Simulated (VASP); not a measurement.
Runs of VASP 6.6.1 on N. The structure is that of space group P4_332 (No. 212), or close to it. The cells are those of the table. 

```csv
cell,gap on the mesh (eV),pressure (GPa)
"a = 2.909 Å, 4 atoms",none,(a)
"a = 3.001 Å, 4 atoms",none,14.6
"a = 2.951 Å, 4 atoms",none,29.6
"a = 3.064 Å, 4 atoms",none,-0.4
```

Alike in all rows: task single point; level PBEsol; potentials or basis VASP PAW PBE potentials, release 64 (N); no spin polarisation; k mesh 3 × 3 × 3; cutoff (eV) 600; smearing fermi-dirac 0.02 eV.

Problem. Fill in the values left out.

Solution. (a) 44.5.

Caveats: all runs use coarse meshes; the PAW data sets were made with another functional, which shifts forces and pressure a little.

A gap of «none» marks levels without a gap at the run's occupations.
